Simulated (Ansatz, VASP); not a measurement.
**Two plane-wave programs on SnSe2**

```
Se Sn
1.0
     3.83636    0.00000    0.00000
    -1.91818    3.32238    0.00000
     0.00000    0.00000   68.46583
Se Sn
8 4
Cartesian
  1.9182 1.1075 23.6287
  0.0000 2.2149 26.8207
  1.9182 1.1075 29.6301
  0.0000 2.2149 32.8197
  1.9182 1.1075 35.6461
  0.0000 2.2149 38.8357
  1.9182 1.1075 41.6451
  0.0000 2.2149 44.8371
  0.0000 0.0000 25.2242
  0.0000 0.0000 31.2250
  0.0000 0.0000 37.2408
  0.0000 0.0000 43.2416
```

Alike in both runs: functional PBE; dispersion D3(BJ); k mesh 12 × 12 × 1; occupations gaussian, width 0.02 eV; no spin polarisation.

Ansatz relaxed the structure, and its values are those at the end. VASP's run is a single point on that final structure, the one shown.

```csv
,VASP,Ansatz
version,VASP 6.6.1,Ansatz 0.2.0
potentials or method,"VASP PAW PBE potentials, release 64 (Se, Sn_d), cutoff 520 eV","scalar-relativistic, plane waves, PAW"
valence electrons in the cell,104,184
```

Ansatz gave:

```
gap on the k mesh at the Fermi level (eV) : 0.57
least direct gap on the mesh (eV)         : 0.88
rms of the force components (eV/Å)        : 0.000
```

Problem. What did VASP give for the same quantities?

Solution. gap on the k mesh at the Fermi level (eV): 0.56; least direct gap on the mesh (eV): 0.87; rms of the force components (eV/Å): 0.007.

VASP's potentials hold 104 valence electrons a cell and Ansatz's 184, so a difference there can come from the potentials and not from the codes. Ansatz's warnings: xc potential rough in thin density.
